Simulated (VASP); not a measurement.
# C (P1) in VASP: further runs, part 2 of 2

VASP 6.6.1.

**4. Single point, LDA**

Contents of INCAR:

```
SYSTEM = C
PREC = Accurate
ENCUT = 520
EDIFF = 1E-6
ISMEAR = -1
SIGMA = 0.36
LREAL = Auto
LASPH = .True.
NELM = 100
ALGO = Normal
ISIF = 2
LWAVE = .False.
LCHARG = .False.
GGA = CA
NBANDS = 46
```

Contents of KPOINTS:

```
regular mesh
0
Gamma
  4 4 4
  0 0 0
```

Contents of POSCAR:

```
C
1.0
    0.0000000000      3.6852400000      3.6852400000
    3.6852400000      0.0000000000      3.6852400000
    3.6852400000      3.6852400000      0.0000000000
C
16
Direct
    0.0379622494     -0.0453159089     -0.0321281653
    0.1430300333      0.1027612856      0.1059089774
   -0.0306221576      0.0220474108      0.4899138184
    0.1014452247      0.1336005253      0.6282223139
   -0.0068516569      0.4695894976     -0.0050878640
    0.1517540242      0.5707769372      0.1279021176
   -0.0043959145      0.5192877533      0.4837676786
    0.1110239767      0.6397819409      0.6210857366
    0.4788968968     -0.0215047053      0.0161861914
    0.6284665314      0.1091787780      0.1392717978
    0.4768346159     -0.0092124258      0.5100753275
    0.5876957810      0.1079169878      0.6451140224
    0.5527455471      0.4261052197     -0.0078692297
    0.6465793273      0.5741552789      0.1299236956
    0.4993975969      0.4854500657      0.5042819464
    0.6449783461      0.5992282728      0.6054422507
```

Potentials or basis: VASP PAW LDA potentials, release 64 (C).

Launch:

```
> cat potpaw_LDA.64/C/POTCAR > POTCAR
> mpirun -np 1 vasp_std > vasp.out
```

OUTCAR:

```text
SYSTEM = C
   PREC = Accurate
   ENCUT = 520
   EDIFF = 1E-6
   ISMEAR = -1
   LREAL = Auto
   LASPH = .True.
   NELM = 100
   ISIF = 2
   GGA = CA

 ion  position               nearest neighbor table
   1  0.038  0.955  0.968-   4 1.48   6 1.64   2 1.67  10 1.76
   2  0.143  0.103  0.106-   9 1.43   5 1.57   3 1.65   1 1.67
   3  0.969  0.022  0.490-   4 1.63   8 1.63  12 1.64   2 1.65
   4  0.101  0.134  0.628-   1 1.48  11 1.60   3 1.63   7 1.64
   5  0.993  0.470  0.995-  14 1.48   2 1.57   8 1.61   6 1.68
   6  0.152  0.571  0.128-   7 1.54   1 1.64   5 1.68  13 1.71
[... 8 lines left out ...]
  15  0.499  0.485  0.504-  16 1.54  14 1.60  12 1.62   8 1.66
  16  0.645  0.599  0.605-   7 1.50  15 1.54  13 1.66  11 1.68

  LATTYP: Found a face centered cubic cell.
 ALAT       =     7.3704800000

  Lattice vectors:

 A1 = (   0.0000000000,   3.6852400000,   3.6852400000)
 A2 = (   3.6852400000,   0.0000000000,   3.6852400000)
 A3 = (   3.6852400000,   3.6852400000,   0.0000000000)

Analysis of symmetry for initial positions (statically):
=====================================================================
 Subroutine PRICEL returns:
 Original cell was already a primitive cell.

 Routine SETGRP: Setting up the symmetry group for a
 face centered cubic supercell.

 Subroutine GETGRP returns: Found  1 space group operations
 (whereof  1 operations were pure point group operations)
 out of a pool of 48 trial point group operations.

The static configuration has the point symmetry C_1 .

Analysis of symmetry for dynamics (positions and initial velocities):
=====================================================================
 Subroutine PRICEL returns:
 Original cell was already a primitive cell.

 Routine SETGRP: Setting up the symmetry group for a
 face centered cubic supercell.

 Subroutine GETGRP returns: Found  1 space group operations
 (whereof  1 operations were pure point group operations)
 out of a pool of 48 trial point group operations.

The dynamic configuration has the point symmetry C_1 .

 Subroutine INISYM returns: Found  1 space group operations
 (whereof  1 operations are pure point group operations),
 and found     1 'primitive' translations

----------------------------------------------------------------------------------------

                                     Primitive cell

  volume of cell :     100.0984

  direct lattice vectors                    reciprocal lattice vectors
     0.000000000  3.685240000  3.685240000    -0.135676374  0.135676374  0.135676374
     3.685240000  0.000000000  3.685240000     0.135676374 -0.135676374  0.135676374
     3.685240000  3.685240000  0.000000000     0.135676374  0.135676374 -0.135676374

  length of vectors
     5.211716389  5.211716389  5.211716389     0.234998373  0.234998373  0.234998373

  position of ions in fractional coordinates (direct lattice)
     0.037962249  0.954684091  0.967871835
     0.143030033  0.102761286  0.105908977
     0.969377842  0.022047411  0.489913818
[... 57 lines left out ...]
 Found     36 irreducible k-points:

 Following reciprocal coordinates:
            Coordinates               Weight
  0.000000  0.000000  0.000000      1.000000
  0.250000  0.000000  0.000000      2.000000
  0.000000  0.250000  0.000000      2.000000
  0.000000  0.000000  0.250000      2.000000
  0.250000  0.250000  0.250000      2.000000
  0.500000  0.000000  0.000000      1.000000
[... 16 lines left out ...]
  0.250000  0.500000  0.500000      2.000000
  0.500000  0.000000  0.250000      2.000000
 [... further k-points ...]
   k-points           NKPTS =     36   k-points in BZ     NKDIM =     36   number of bands    NBANDS=     46
   number of dos      NEDOS =    301   number of ions     NIONS =     16
   total plane-waves  NPLWV =  64000
   dimension x,y,z NGX =    40 NGY =   40 NGZ =   40
   dimension x,y,z NGXF=    80 NGYF=   80 NGZF=   80
   ions per type =              16
   NGX,Y,Z   is equivalent  to a cutoff of  12.76, 12.76, 12.76 a.u.
   NGXF,Y,Z  is equivalent  to a cutoff of  25.52, 25.52, 25.52 a.u.
 SYSTEM =  C
   PREC   = accura    normal or accurate (medium, high low for compatibility)
   ISTART =      0    job   : 0-new  1-cont  2-samecut
   ICHARG =      2    charge: 1-file 2-atom 10-const
   ISPIN  =      1    spin polarized calculation?
   LNONCOLLINEAR =      F non collinear calculations
   LSORBIT =      F    spin-orbit coupling
   LASPH  =      T    aspherical Exc in radial PAW
   ENCUT  =  520.0 eV  38.22 Ry    6.18 a.u.   9.69  9.69  9.69*2*pi/ulx,y,z
   NELM   =    100;   NELMIN=  2; NELMDL= -5     # of ELM steps
   EDIFF  = 0.1E-05   stopping-criterion for ELM
   LREAL  =      T    real-space projection
   EDIFFG = 0.1E-04   stopping-criterion for IOM
   NSW    =      0    number of steps for IOM
   IBRION =     -1    ionic relax: 0-MD 1-quasi-New 2-CG
   NFREE  =      0    steps in history (QN), initial steepest desc. (CG)
   ISIF   =      2    stress and relaxation
   ISYM   =      2    0-nonsym 1-usesym 2-fastsym
   POTIM  = 0.5000    time-step for ionic-motion
   TEBEG  =    0.0;   TEEND  =   0.0 temperature during run
   PSTRESS=    0.0 pullay stress
   NELECT =      64.0000    total number of electrons
   NUPDOWN=      -1.0000    fix difference up-down
   EMIN   =  10.00;   EMAX   =-10.00  energy-range for DOS
   EFERMI =   0.00;   METHOD = LEGACY
   ISMEAR =    -1;   SIGMA  =   0.36  broadening in eV -4-tet -1-fermi 0-gaus
   EFERMI_NEDOS =   21; number of points for ismear=-14 and -15
   IALGO  =     38    algorithm
   IMIX   =      4    mixing-type and parameters
     AMIX     =   0.40;   BMIX     =  1.00
     AMIX_MAG =   1.60;   BMIX_MAG =  1.00
  volume/ion in A,a.u.               =       6.26        42.22
  Fermi-wavevector in a.u.,A,eV,Ry     =   1.410346  2.665168 27.063025  1.989076
  Thomas-Fermi vector in A             =   2.532309
   LORBIT       =      0    0 simple, 1 ext, 2 COOP (PROOUT), +10 PAW based schemes
   GGA     = CA    functional components
   LHFCALC =     F    Hartree Fock is set to
   AEXX    =    0.0000 exact exchange contribution
   IVDW    =     0    specifies the selected vdW correction
   LEPSILON=     F    determine dielectric tensor
   LRPA    =     F    only Hartree local field effects (RPA)
 non-spin polarized calculation
  energy-cutoff  :      520.00
  volume of cell :      100.10
 maximum number of plane-waves:      2733
 NGX is ok and might be reduce to    40
   NGX = 19   NGY = 19   NGZ = 19

 number of electron      64.0000000 magnetization

 Free energy of the ion-electron system (eV)
  ---------------------------------------------------
  ext. energy  EPLUGINS =         0.00000000
  ---------------------------------------------------
  free energy    TOTEN  =      -155.84223055 eV

  energy without entropy =     -155.81603733  energy(sigma->0) =     -155.82913394

 E-fermi :  10.0163     XC(G=0): -13.0395

 val. band max:        8.8129068431   @ k =   0.0000   0.0000   0.0000
 cond. band min:      11.6629703957   @ k =   0.0000   0.0000   0.0000
 fundamental gap:      2.8500635526
 Fermi energy:        10.0162980178

 k-point     1 :       0.0000    0.0000    0.0000
  band No.  band energies     occupation
      1     -11.8273      2.00000
      2      -6.8997      2.00000
      3      -6.7238      2.00000
      4      -6.6933      2.00000
      5      -6.3374      2.00000
      6      -4.7215      2.00000
[... 1117 lines left out ...]
     43      16.4555      0.00000
     44      16.7160      0.00000

 [... further k-points ...]

 [bands above 44 left out]

------------------------ aborting loop because EDIFF is reached ----------------------------------------

  FORCE on cell =-STRESS in cart. coord.  units (eV):
  Direction    XX          YY          ZZ          XY          YZ          ZX
  --------------------------------------------------------------------------------------
  -------------------------------------------------------------------------------------
  Total      -25.9442145    -23.5636278    -22.5004739     -1.5771338      0.2473703      0.0436462
  in kB     -415.2635226   -377.1598128   -360.1429548    -25.2436290      3.9594131      0.6986013
  external PRESSURE =    -384.1887634 kB  Pullay stress =       0.0000000 kB

 VOLUME and BASIS-vectors are now :
 -----------------------------------------------------------------------------
  energy-cutoff  :      520.00
  volume of cell :      100.10
      direct lattice vectors                 reciprocal lattice vectors
     0.000000000  3.685240000  3.685240000    -0.135676374  0.135676374  0.135676374
     3.685240000  0.000000000  3.685240000     0.135676374 -0.135676374  0.135676374
     3.685240000  3.685240000  0.000000000     0.135676374  0.135676374 -0.135676374

 POSITION                                       TOTAL-FORCE (eV/Angst)
 -----------------------------------------------------------------------------------
      7.08508      3.70674      3.65814         5.150747      1.316119     -1.920978
      0.76900      0.91740      0.90580         2.193657     -1.909498     -3.701032
      1.88670      5.37784      3.65364        -1.596102      2.732295     -1.363064
      2.80750      2.68900      0.86620        -3.542337     -0.324780      0.509831
      5.39704      7.32648      5.39054         0.175835      2.353217      3.524033
      2.57480      1.03060      2.66270         0.338698     -3.068780      2.146655
[... 8 lines left out ...]
      3.64740      3.69880      3.62940        -0.987193     -1.222552     -1.078081
      4.43950      4.60810      4.58520         3.021297     -0.317804     -1.237320
 -----------------------------------------------------------------------------------
    total drift:                                0.013188     -0.027123      0.003799

  FREE ENERGIE OF THE ION-ELECTRON SYSTEM (eV)
  ---------------------------------------------------
  free  energy   TOTEN  =      -155.8422305541 eV

  energy  without entropy=     -155.8160373263  energy(sigma->0) =     -155.82913394
```

Wall time 2 min (1 thread of Intel Xeon 6975P-C (Granite Rapids), shared host); peak memory 0.24 GiB.

What came out:

| Property | Result |
| --- | --- |
| Free energy | -155.8422 eV |
| Pressure | -38.4 GPa |
| Largest force | 8.774 eV/Å |
| Band gap on the k mesh | 2.85 eV, direct |

Forces on the atoms (eV/Å):
```
C    5.151  1.316 -1.921
C    2.194 -1.909 -3.701
C   -1.596  2.732 -1.363
C   -3.542 -0.325  0.510
C    0.176  2.353  3.524
C    0.339 -3.069  2.147
C   -2.298  2.141 -1.331
C   -1.269 -0.042 -0.303
C   -2.803  2.495  2.825
C   -5.908  1.850 -4.160
C   -1.057  0.549  1.030
C   -0.308  0.957  3.095
C    6.718 -5.000  2.617
C    2.170 -2.509 -0.652
C   -0.987 -1.223 -1.078
C    3.021 -0.318 -1.237
```

Stress tensor (GPa, compression positive):
```
-41.53  -2.52   0.07
 -2.52 -37.72   0.40
  0.07   0.40 -36.01
```

Levels at points of the mesh, in eV from the valence-band top:
| k point | band 29 | band 30 | band 31 | band 32 | band 33 | band 34 | band 35 | band 36 |
| --- | --- | --- | --- | --- | --- | --- | --- | --- |
| (0.00, 0.00, 0.00) | -2.28 | -0.61 | -0.37 | 0.00 | 2.85 | 3.03 | 3.26 | 3.77 |
| (0.50, 0.00, 0.00) | -2.28 | -2.02 | -1.73 | -1.59 | 4.19 | 4.26 | 4.47 | 4.91 |
| (0.00, 0.50, 0.00) | -2.46 | -2.08 | -1.88 | -1.43 | 3.84 | 4.28 | 4.69 | 5.04 |
| (0.00, 0.00, 0.50) | -2.51 | -2.11 | -1.58 | -0.97 | 3.75 | 4.31 | 4.83 | 4.89 |
| (0.50, 0.50, 0.50) | -2.53 | -2.35 | -1.57 | -1.38 | 3.94 | 4.05 | 4.25 | 4.45 |
| (0.50, 0.50, 0.00) | -3.28 | -3.22 | -2.46 | -2.42 | 3.17 | 3.46 | 5.64 | 5.70 |
| (0.00, 0.50, 0.50) | -3.33 | -3.13 | -2.91 | -2.32 | 3.27 | 3.32 | 6.01 | 6.04 |
| (0.50, 0.00, 0.50) | -3.33 | -2.89 | -2.68 | -2.55 | 3.09 | 3.43 | 5.92 | 6.02 |

Caveat: forces of over 1 eV/Å act on the atoms, so gaps and moduli don't describe the material at rest.

**5. Molecular dynamics, LDA**

Contents of INCAR:

```
SYSTEM = C
ALGO     = Normal         ! electronic algorithm
EDIFF    = 1E-5           ! SCF threshold, eV
ENCUT    = 520            ! plane-wave cutoff, eV
IBRION   = 0              ! ionic algorithm
ISIF     = 2              ! what is computed and relaxed
ISMEAR   = -1             ! smearing method
ISYM     = 0            
LANGEVIN_GAMMA= 5            
LASPH    = .True.         ! aspherical terms in the spheres
LCHARG   = .False.        ! write CHGCAR
LREAL    = Auto         
LWAVE    = .False.        ! write WAVECAR
MDALGO   = 3            
NELM     = 100            ! most SCF steps
NELMIN   = 4            
NSW      = 40             ! ionic steps
POTIM    = 0.75           ! step
PREC     = Accurate       ! precision mode
RANDOM_SEED= 667176 0 0   
SIGMA    = 0.36           ! smearing width, eV
TEBEG    = 2520.0       
TEEND    = 2520.0
```

Contents of KPOINTS:

```
k-points
0
Gamma
  4 4 4
  0 0 0
```

Contents of POSCAR:

```
C
1.0
    0.0000000000      3.6852400000      3.6852400000
    3.6852400000      0.0000000000      3.6852400000
    3.6852400000      3.6852400000      0.0000000000
C
16
Direct
   -0.0048005300     -0.0299347400      0.0270561900
    0.1438437000      0.1036251100      0.1158760500
   -0.0044885100      0.0105325100      0.4813130100
    0.1094791100      0.1361697300      0.6127226000
   -0.0464893100      0.4952632100      0.0234092700
    0.1397381000      0.6104555200      0.0951009700
    0.0168763200      0.4993851900      0.4940488600
    0.1192835200      0.6250861000      0.6347430300
    0.5193845700     -0.0150615700      0.0072875800
    0.6415443400      0.0819715000      0.1380891400
    0.4955514400     -0.0031051900      0.4973296900
    0.6238487500      0.1143399000      0.6100998300
    0.4728326300      0.5159169000     -0.0310160100
    0.5570997500      0.6669928800      0.1227056600
    0.4584221800      0.5100922000      0.5102497200
    0.6212946000      0.6292849000      0.6224839400
```

Launch:

```
> cat potpaw_LDA.64/C/POTCAR > POTCAR
> mpirun -np 1 vasp_std > vasp.out
```

It took 33 min on 1 thread of Intel Xeon 6975P-C (Granite Rapids), shared host; peak memory 0.37 GiB.

Caveat: the k points lie up to 0.37 Å⁻¹ apart.
